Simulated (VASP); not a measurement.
Crystal: ZnO.

```
Zn O
1.0
     3.24940    0.00000    0.00000
    -1.62470    2.81406    0.00000
     0.00000    0.00000    5.35991
Zn O
2 2
Direct
  0.33333 0.66667 0.00048
  0.66667 0.33333 0.50048
  0.33333 0.66667 0.38162
  0.66667 0.33333 0.88162
```

This cell differs from its parent crystal: z stretched by +3 %.

* Program: VASP 6.6.1
* Task: relaxation of the atoms
* Functional: PBE
* Potentials or basis: VASP PAW PBE potentials, release 64 (Zn, O)
* Cutoff: 520 eV
* k mesh: 11 × 11 × 6
* Occupations: fermi-dirac, width 0.02 eV
* Spin: no spin polarisation

At the start: pressure 1.9 GPa; volume 12.25 Å³/atom.

How do energy, volume and symmetry change on relaxing?

Over 3 steps the energy falls by 2.3 meV/atom; space group P6_3mc (No. 186, to 0.1 Å) before and after.

Step by step:
```
step  energy change (eV)  largest force (eV/Å)  pressure (GPa)
   1              0.0000                0.2178            1.93
   2             -0.0069                0.1106            1.74
   3             -0.0091                0.0043            1.64
```

Final structure:
```cif
data_structure
_symmetry_space_group_name_H-M 'P 1'
_symmetry_Int_Tables_number 1
_cell_length_a 3.2494
_cell_length_b 3.2494
_cell_length_c 5.3599
_cell_angle_alpha 90.000
_cell_angle_beta 90.000
_cell_angle_gamma 120.000
_cell_volume 49.01
loop_
_atom_site_label
_atom_site_type_symbol
_atom_site_fract_x
_atom_site_fract_y
_atom_site_fract_z
_atom_site_occupancy
Zn1 Zn 0.33333 0.66667 0.00426 1
Zn2 Zn 0.66667 0.33333 0.50426 1
O1 O 0.33333 0.66667 0.37784 1
O2 O 0.66667 0.33333 0.87784 1
```

Caveat: the cell differs from its parent crystal (z stretched by +3 %).
